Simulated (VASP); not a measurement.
# Pd (P6/mmm) in VASP: single point with RPBE

Aim: the single point of Pd with RPBE.

Program: VASP 6.6.1. These are calculated values, not measurements. Logs are shortened: lines on timing, memory, paths and dates and some standing lists are left out, and cuts for length are marked.

## 1. The cell of the first run

It takes space group P6/mmm (No. 191, hexagonal). Conventional cell: a = 4.551 Å, b = 4.551 Å, c = 2.699 Å, α = 90.00°, β = 90.00°, γ = 120.00°. Pd (site symmetry 6/mmm) has 14 Pd at 2.70 to 2.95 Å within 3.6 Å. Pd (site symmetry -6m2) has 11 Pd at 2.63 to 2.95 Å within 3.5 Å.

## 2. Single point, RPBE, collinear spin, ferromagnetic start

INCAR reads:

```
SYSTEM = Pd
PREC = Accurate ; ENCUT = 520
EDIFF = 1E-6 ; ISMEAR = -1
SIGMA = 0.05 ; LREAL = .FALSE.
LASPH = .TRUE. ; NELM = 150
ALGO = Normal ; ISIF = 2
LWAVE = .FALSE. ; LCHARG = .FALSE.
ISPIN = 2 ; MAGMOM = 0.5 0.5 0.5
LORBIT = 11 ; LMAXMIX = 4
GGA = RP ; NBANDS = 26
```

KPOINTS reads:

```
regular mesh
0
G
  11 11 15
  0 0 0
```

POSCAR reads:

```
Pd
1.0
    4.5505460611      0.0000000000      0.0000000000
   -2.2752730306      3.9408884900      0.0000000000
    0.0000000000      0.0000000000      2.6989711876
Pd
3
Direct
    1.0000000000      1.0000000000      0.0000000000
    0.3333333333      0.6666666667      0.5000000000
    0.6666666667      0.3333333333      0.5000000000
```

Potentials or basis: VASP PAW PBE potentials, release 64 (Pd).

The run is started by

```console
> cat potpaw_PBE.64/Pd/POTCAR > POTCAR
> mpirun -np 1 vasp_std > vasp.out
```

OUTCAR:

```text
SYSTEM = Pd
   PREC = Accurate
   ENCUT = 520
   EDIFF = 1E-6
   ISMEAR = -1
   LREAL = .FALSE.
   LASPH = .TRUE.
   NELM = 150
   ISIF = 2
   ISPIN = 2
   LORBIT = 11
   GGA = RP

 ion  position               nearest neighbor table
   1  0.000  0.000  0.000-   2 2.95   3 2.95   2 2.95   3 2.95   3 2.95   3 2.95   2 2.95   2 2.95
                             3 2.95   3 2.95   2 2.95   2 2.95
   2  0.333  0.667  0.500-   3 2.63   3 2.63   3 2.63   1 2.95   1 2.95   1 2.95   1 2.95   1 2.95
                             1 2.95
   3  0.667  0.333  0.500-   2 2.63   2 2.63   2 2.63   1 2.95   1 2.95   1 2.95   1 2.95   1 2.95
                             1 2.95

  LATTYP: Found a hexagonal cell.
 ALAT       =     4.5505460611
 C/A-ratio  =     0.5931092997

  Lattice vectors:

 A1 = (   4.5505460611,   0.0000000000,   0.0000000000)
 A2 = (  -2.2752730306,   3.9408884900,   0.0000000000)
 A3 = (   0.0000000000,   0.0000000000,   2.6989711876)

Analysis of symmetry for initial positions (statically):
=====================================================================
 Subroutine PRICEL returns:
 Original cell was already a primitive cell.

 Routine SETGRP: Setting up the symmetry group for a
 hexagonal supercell.

 Subroutine GETGRP returns: Found 24 space group operations
 (whereof 24 operations were pure point group operations)
 out of a pool of 24 trial point group operations.

The static configuration has the point symmetry D_6h.

Analysis of symmetry for dynamics (positions and initial velocities):
=====================================================================
 Subroutine PRICEL returns:
 Original cell was already a primitive cell.

 Routine SETGRP: Setting up the symmetry group for a
 hexagonal supercell.

 Subroutine GETGRP returns: Found 24 space group operations
 (whereof 24 operations were pure point group operations)
 out of a pool of 24 trial point group operations.

The dynamic configuration has the point symmetry D_6h.

Analysis of structural, dynamic, and magnetic symmetry:
=====================================================================
 Subroutine PRICEL returns:
 Original cell was already a primitive cell.

 Routine SETGRP: Setting up the symmetry group for a
 hexagonal supercell.

 Subroutine GETGRP returns: Found 24 space group operations
 (whereof 24 operations were pure point group operations)
 out of a pool of 24 trial point group operations.

The overall configuration has the point symmetry D_6h.

 Subroutine INISYM returns: Found 24 space group operations
 (whereof 24 operations are pure point group operations),
 and found     1 'primitive' translations

----------------------------------------------------------------------------------------

                                     Primitive cell

  volume of cell :      48.4012

  direct lattice vectors                    reciprocal lattice vectors
     4.550546061  0.000000000  0.000000000     0.219753846  0.126874942  0.000000000
    -2.275273031  3.940888490  0.000000000     0.000000000  0.253749885  0.000000000
     0.000000000  0.000000000  2.698971188     0.000000000  0.000000000  0.370511551

  length of vectors
     4.550546061  4.550546061  2.698971188     0.253749885  0.253749885  0.370511551

  position of ions in fractional coordinates (direct lattice)
     0.000000000  0.000000000  0.000000000
     0.333333333  0.666666667  0.500000000
     0.666666667  0.333333333  0.500000000

  ion indices of the primitive-cell ions
   primitive index   ion index
                 1           1
                 2           2
                 3           3

----------------------------------------------------------------------------------------

 KPOINTS: regular mesh

Automatic generation of k-mesh.
 Grid dimensions read from file:
 generate k-points for:   11   11   15

 Generating k-lattice:

  Cartesian coordinates                     Fractional coordinates (reciprocal lattice)
     0.019977622  0.011534086  0.000000000     0.090909091  0.000000000  0.000000000
     0.000000000  0.023068171  0.000000000     0.000000000  0.090909091  0.000000000
     0.000000000  0.000000000  0.024700770     0.000000000  0.000000000  0.066666667

  Length of vectors
     0.023068171  0.023068171  0.024700770

  Shift w.r.t. Gamma in fractional coordinates (k-lattice)
     0.000000000  0.000000000  0.000000000

 Subroutine IBZKPT returns following result:
 ===========================================

 Found    128 irreducible k-points:

 Following reciprocal coordinates:
            Coordinates               Weight
  0.000000  0.000000  0.000000      1.000000
  0.090909  0.000000  0.000000      6.000000
  0.181818  0.000000  0.000000      6.000000
  0.272727  0.000000  0.000000      6.000000
  0.363636  0.000000  0.000000      6.000000
  0.454545  0.000000  0.000000      6.000000
[... 16 lines left out ...]
  0.090909  0.090909  0.066667     12.000000
  0.181818  0.090909  0.066667     24.000000
 [... further k-points ...]
   k-points           NKPTS =    128   k-points in BZ     NKDIM =    128   number of bands    NBANDS=     26
   number of dos      NEDOS =    301   number of ions     NIONS =      3
   total plane-waves  NPLWV =  25920
   dimension x,y,z NGX =    36 NGY =   36 NGZ =   20
   dimension x,y,z NGXF=    72 NGYF=   72 NGZF=   40
   ions per type =               3
   NGX,Y,Z   is equivalent  to a cutoff of  13.15, 13.15, 12.32 a.u.
   NGXF,Y,Z  is equivalent  to a cutoff of  26.30, 26.30, 24.64 a.u.
 SYSTEM =  Pd
   PREC   = accura    normal or accurate (medium, high low for compatibility)
   ISTART =      0    job   : 0-new  1-cont  2-samecut
   ICHARG =      2    charge: 1-file 2-atom 10-const
   ISPIN  =      2    spin polarized calculation?
   LNONCOLLINEAR =      F non collinear calculations
   LSORBIT =      F    spin-orbit coupling
   LASPH  =      T    aspherical Exc in radial PAW
   ENCUT  =  520.0 eV  38.22 Ry    6.18 a.u.   8.46  8.46  5.02*2*pi/ulx,y,z
   NELM   =    150;   NELMIN=  2; NELMDL= -5     # of ELM steps
   EDIFF  = 0.1E-05   stopping-criterion for ELM
   LREAL  =      F    real-space projection
   EDIFFG = 0.1E-04   stopping-criterion for IOM
   NSW    =      0    number of steps for IOM
   IBRION =     -1    ionic relax: 0-MD 1-quasi-New 2-CG
   NFREE  =      0    steps in history (QN), initial steepest desc. (CG)
   ISIF   =      2    stress and relaxation
   ISYM   =      2    0-nonsym 1-usesym 2-fastsym
   POTIM  = 0.5000    time-step for ionic-motion
   TEBEG  =    0.0;   TEEND  =   0.0 temperature during run
   PSTRESS=    0.0 pullay stress
   NELECT =      30.0000    total number of electrons
   NUPDOWN=      -1.0000    fix difference up-down
   EMIN   =  10.00;   EMAX   =-10.00  energy-range for DOS
   EFERMI =   0.00;   METHOD = LEGACY
   ISMEAR =    -1;   SIGMA  =   0.05  broadening in eV -4-tet -1-fermi 0-gaus
   EFERMI_NEDOS =   21; number of points for ismear=-14 and -15
   IALGO  =     38    algorithm
   IMIX   =      4    mixing-type and parameters
     AMIX     =   0.40;   BMIX     =  1.00
     AMIX_MAG =   1.60;   BMIX_MAG =  1.00
  volume/ion in A,a.u.               =      16.13       108.88
  Fermi-wavevector in a.u.,A,eV,Ry     =   1.395822  2.637721 26.508479  1.948318
  Thomas-Fermi vector in A             =   2.519236
   LORBIT       =     11    0 simple, 1 ext, 2 COOP (PROOUT), +10 PAW based schemes
   GGA     = RP    functional components
   LHFCALC =     F    Hartree Fock is set to
   AEXX    =    0.0000 exact exchange contribution
   IVDW    =     0    specifies the selected vdW correction
   LEPSILON=     F    determine dielectric tensor
   LRPA    =     F    only Hartree local field effects (RPA)
 spin polarized calculation
  energy-cutoff  :      520.00
  volume of cell :       48.40
 maximum number of plane-waves:      1336
 NGX is ok and might be reduce to    36
   NGX = 17   NGY = 17   NGZ = 11

 number of electron      30.0000004 magnetization       0.0094553

 Free energy of the ion-electron system (eV)
  ---------------------------------------------------
  ext. energy  EPLUGINS =         0.00000000
  ---------------------------------------------------
  free energy    TOTEN  =       -13.61232570 eV

  energy without entropy =      -13.55512154  energy(sigma->0) =      -13.58372362

 E-fermi :   8.4634     XC(G=0): -12.5036

 val. band max:        8.4630912929   @ k =   0.3636   0.0000   0.1333
 cond. band min:       8.4638198258   @ k =   0.3636   0.2727   0.4000
 fundamental gap:      0.0007285329
 Fermi energy:         8.4633751434

 spin component 1

 k-point     1 :       0.0000    0.0000    0.0000
  band No.  band energies     occupation
      1       2.0460      1.00000
      2       3.9023      1.00000
      3       5.2224      1.00000
      4       5.6042      1.00000
      5       5.6290      1.00000
      6       5.6290      1.00000
[... 18 lines left out ...]
     25      28.5595      0.00000
     26      28.5595      0.00000
[... 644 lines left out ...]
      4       4.8520      1.00000
      5       5.2139      1.00000
      6       5.6061      1.00000
[... 18 lines left out ...]
     25      27.0618      0.00000
     26      28.0326      0.00000

 [... further k-points ...]

 spin component 2

 k-point     1 :       0.0000    0.0000    0.0000
  band No.  band energies     occupation
      1       2.0461      1.00000
      2       3.9040      1.00000
      3       5.2239      1.00000
      4       5.6066      1.00000
      5       5.6309      1.00000
      6       5.6309      1.00000
[... 18 lines left out ...]
     25      28.5593      0.00000
     26      28.5593      0.00000
[... 644 lines left out ...]
      4       4.8537      1.00000
      5       5.2156      1.00000
      6       5.6084      1.00000
[... 18 lines left out ...]
     25      27.0617      0.00000
     26      28.0326      0.00000

 [... further k-points ...]

------------------------ aborting loop because EDIFF is reached ----------------------------------------

  FORCE on cell =-STRESS in cart. coord.  units (eV):
  Direction    XX          YY          ZZ          XY          YZ          ZX
  --------------------------------------------------------------------------------------
  -------------------------------------------------------------------------------------
  Total       -0.0774910     -0.0774910     -0.0329200      0.0000000      0.0000000     -0.0000000
  in kB       -2.5651105     -2.5651105     -1.0897199      0.0000000      0.0000000     -0.0000000
  external PRESSURE =      -2.0733136 kB  Pullay stress =       0.0000000 kB

 VOLUME and BASIS-vectors are now :
 -----------------------------------------------------------------------------
  energy-cutoff  :      520.00
  volume of cell :       48.40
      direct lattice vectors                 reciprocal lattice vectors
     4.550546061  0.000000000  0.000000000     0.219753846  0.126874942  0.000000000
    -2.275273031  3.940888490  0.000000000     0.000000000  0.253749885  0.000000000
     0.000000000  0.000000000  2.698971188     0.000000000  0.000000000  0.370511551

 POSITION                                       TOTAL-FORCE (eV/Angst)
 -----------------------------------------------------------------------------------
      0.00000      0.00000      0.00000         0.000000      0.000000      0.000000
     -0.00000      2.62726      1.34949        -0.000000      0.000000      0.000000
      2.27527      1.31363      1.34949         0.000000     -0.000000      0.000000
 -----------------------------------------------------------------------------------
    total drift:                                0.000000      0.000000     -0.000000

  FREE ENERGIE OF THE ION-ELECTRON SYSTEM (eV)
  ---------------------------------------------------
  free  energy   TOTEN  =       -13.6123256986 eV

  energy  without entropy=      -13.5551215397  energy(sigma->0) =      -13.58372362

 total charge

# of ion       s       p       d       tot
------------------------------------------
    1        0.429   0.363   8.465   9.257
    2        0.469   0.402   8.464   9.335
    3        0.469   0.402   8.464   9.335
--------------------------------------------------
tot          1.366   1.168  25.392  27.926

 magnetization (x)

# of ion       s       p       d       tot
------------------------------------------
    1        0.000  -0.000   0.004   0.004
    2       -0.000  -0.000   0.003   0.003
    3       -0.000  -0.000   0.003   0.003
--------------------------------------------------
tot         -0.000  -0.000   0.010   0.009
```

Run time: 4.8 min. Hardware: 1 thread of AMD EPYC 7R13, shared host; peak memory 0.34 GiB.

Results:

```
Free energy                                           : -13.6123 eV
Pressure                                              : -0.2 GPa
Band gap on the k mesh                                : zero (filled and empty bands overlap)
Net moment                                            : 0.01 μB per cell
Valence electrons inside the program's atomic spheres : Pd 9.26, 9.34
```

Caveat: the PAW data sets were made with another functional, which shifts forces and pressure a little.
